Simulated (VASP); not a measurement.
## AlIn: single point with PBE

Crystal: AlIn.

```
Al In
1.0
     3.05413    0.00000    0.00000
    -1.52707    2.64496    0.00000
     0.00000    0.00000    5.71146
Al In
1 1
Direct
  0.00000 0.00000 0.00000
  0.00000 0.00000 0.50000
```

```json
{
 "Program": "VASP 6.6.1",
 "Task": "single point",
 "Functional": "PBE",
 "Potentials or basis": "VASP PAW PBE potentials, release 64 (Al, In_d)",
 "Cutoff": "520 eV",
 "k mesh": "8 × 8 × 4",
 "Occupations": "fermi-dirac, width 0.05 eV",
 "Spin": "no spin polarisation",
 "Dipole correction": "no",
 "Further INCAR settings": "ALGO = Fast; EDIFF = 1e-06; NBANDS = 15"
}
```

```yaml
Pressure: 1.1 GPa
Band_gap_on_the_k_mesh: zero (band 8 reaches 8.85 eV, above the bottom of band 9 at 4.53 eV)
```

Stress tensor (GPa, compression positive):
```
0.80 0.00 0.00
0.00 0.80 0.00
0.00 0.00 1.83
```

Levels at points of the mesh, in eV from the Fermi level:
```tsv
k point	band 6	band 7	band 8	band 9	band 10	band 11
(0.00, 0.00, 0.00)	-9.74	-5.42	-4.00	8.06	9.60	9.96
(0.50, 0.00, 0.00)	-4.35	-3.65	-0.45	0.07	0.28	3.46
(0.00, 0.00, 0.50)	-8.93	-8.02	0.95	1.56	10.68	10.68
(0.50, 0.00, 0.50)	-3.31	-3.20	-2.72	-2.28	5.39	6.03
```

Run time: 8 s on 1 thread of Intel(R) Xeon(R) 6975P-C (Granite Rapids), with other jobs on the host, peak memory 0.16 GiB.

Caveat: spin-orbit coupling is left out, which moves the levels of the heavy elements.
